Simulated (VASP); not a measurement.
Wanted: the native input for a VASP 6.6.1 run.

| Quantity | Value |
| --- | --- |
| Task | relaxation of cell and atoms |
| Functional | r2SCAN |
| Potentials or basis | VASP PAW PBE potentials, release 64 (Cu) |
| Cutoff | 600 eV |
| k mesh | 20 × 20 × 20 |
| Occupations | gaussian, width 0.1 eV |
| Spin | no spin polarisation |
| Dipole correction | no |
| Further INCAR settings | ALGO = Normal; EDIFF = 1e-06; IBRION = 2; EDIFFG = -0.005; NSW = 100; ISIF = 3 |

Cu:

```
Cu
1.0
     0.00000    1.80750    1.80750
     1.80750    0.00000    1.80750
     1.80750    1.80750    0.00000
Cu
1
Direct
  0.00000 0.00000 0.00000
```

One way to write it, as run:

POSCAR

```
Cu
1.0
    0.0000000000      1.8075000000      1.8075000000
    1.8075000000      0.0000000000      1.8075000000
    1.8075000000      1.8075000000      0.0000000000
Cu
1
Direct
    0.0000000000      0.0000000000      0.0000000000
```

INCAR.step1

```
PREC = Accurate
ENCUT = 600
ISMEAR = 0
SIGMA = 0.1
LREAL = False
LASPH = True
NELM = 100
GGA = PE
ALGO = Normal
EDIFF = 1E-4
LWAVE = True
LCHARG = False
```

INCAR.step2

```
PREC = Accurate
ENCUT = 600
EDIFF = 1E-6
ISMEAR = 0
SIGMA = 0.1
LREAL = False
LASPH = True
NELM = 100
ALGO = Normal
ISIF = 3
LWAVE = False
LCHARG = False
METAGGA = R2SCAN
LMIXTAU = True
IBRION = 2
NSW = 100
EDIFFG = -0.005
ISTART = 1
```

KPOINTS

```
regular mesh
0
Gamma
  20 20 20
```

Potentials or basis: VASP PAW PBE potentials, release 64 (Cu).

The run is started by

```sh
$ cat potpaw_PBE.64/Cu/POTCAR > POTCAR
$ cp INCAR.step1 INCAR
$ mpirun -np 1 vasp_std > vasp.out
$ cp INCAR.step2 INCAR
$ mpirun -np 1 vasp_std > vasp.out
```

It gave:

- Relaxed volume: 11.48 Å³/atom
- Relaxed cell: a = 2.532 Å, b = 2.532 Å, c = 2.532 Å, α = 60.00°, β = 60.00°, γ = 60.00°
- Space group after relaxing (to 0.1 Å): Fm-3m (No. 225)
- Energy gained by relaxing: 4.3 meV/atom
- Ionic steps: 4
- Pressure after relaxing: 0.0 GPa
- Band gap on the k mesh: zero (an odd number of electrons rules out a gap without spin polarisation)

Caveat: the PAW data sets were made with another functional, which shifts forces and pressure a little.

It took 7.1 min on 1 thread of Intel Xeon 8259CL (shared host), peak memory 0.16 GiB.
